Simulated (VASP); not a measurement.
Runs of VASP 6.6.1 on TaHPd. Symmetry: P4/nmm, No. 129, tetragonal system. Conventional cell: a = 3.063 Å, b = 3.063 Å, c = 7.755 Å, α = 90.00°, β = 90.00°, γ = 90.00°. Pd (site symmetry 4mm) has 1 H at 2.19 Å and 4 Pd at 2.66 Å and 4 Ta at 2.83 Å within 2.9 Å. Within 2.9 Å of Ta (site symmetry 4mm) lie 5 H at 2.19 to 2.20 Å and 4 Pd at 2.83 Å. Within 2.9 Å of H (site symmetry 4mm) lie 5 Ta at 2.19 to 2.20 Å and 1 Pd at 2.19 Å and 4 H at 2.83 Å. 

```csv
level,smearing,gap on the mesh (eV),pressure (GPa),largest force (eV/Å)
r2SCAN,methfessel-paxton 0.005 eV,none,-9.9,(a)
r2SCAN,fermi-dirac 0.1 eV,none,-9.9,1.37
RPBE,fermi-dirac 0.1 eV,none,-2.8,1.43
r2SCAN,tetrahedron,none,(b),1.45
```

Alike in all rows: task single point; potentials or basis VASP PAW PBE potentials, release 64 (Pd, Ta_pv, H); no spin polarisation; cell as given; k mesh 6 × 6 × 3; cutoff (eV) 520.

Problem. Estimate the missing entries.

Solution. (a) 1.31; (b) -10.0.

Caveats: the PAW data sets were made with another functional, which shifts forces and pressure a little; spin-orbit coupling is left out, which moves the levels of the heavy elements; tetrahedron occupations give inexact forces and stress in metals (some runs).

A k mesh can miss the band edges, and the runs leave out spin-orbit coupling on Pd, Ta.

A gap of «none» marks levels without a gap at the run's occupations.
